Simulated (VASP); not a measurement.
A run of VASP 6.6.1:

INCAR

```
PREC     = Accurate       # precision mode
ENCUT    = 520            # plane-wave cutoff, eV
EDIFF    = 1E-6           # SCF threshold, eV
ISMEAR   = -1             # smearing method
SIGMA    = 0.02           # smearing width, eV
LREAL    = False          # projectors in reciprocal space
LASPH    = True           # aspherical terms in the spheres
NELM     = 60             # most SCF steps
ALGO     = Normal         # electronic algorithm
ISIF     = 2              # what is computed and relaxed
LWAVE    = False          # write WAVECAR
LCHARG   = False          # write CHGCAR
GGA      = CA             # functional
NBANDS   = 19             # bands
```

File KPOINTS:

```
Automatic mesh
0
Gamma
  10 10 10
```

Contents of POSCAR:

```
NaHF2
1.0
    1.7398922078      1.0045272345      4.6695925921
   -1.7398922078      1.0045272345      4.6695925921
    0.0000000000     -2.0090544691      4.6695925921
Na H F
1 1 2
Direct
    0.0000000000      0.0000000000      0.0000000000
    0.5000000000      0.5000000000      0.5000000000
    0.4100000000      0.4100000000      0.4100000000
    0.5900000000      0.5900000000      0.5900000000
```

Potentials or basis: VASP PAW LDA potentials, release 64 (Na_pv, H, F).

Run with:

```sh
$ cat potpaw_LDA.64/Na_pv/POTCAR potpaw_LDA.64/H/POTCAR potpaw_LDA.64/F/POTCAR > POTCAR
$ mpirun -np 1 vasp_std > vasp.out
```

Hardware: 1 thread of Oxide Virtual Turin-like Processor (shared host).

Task: Estimate the wall time of this run.

Result: It took 2.5 min on 1 thread of Oxide Virtual Turin-like Processor, with other jobs on the host, peak memory 0.21 GiB. Counts: scf iterations 13, k points 116.
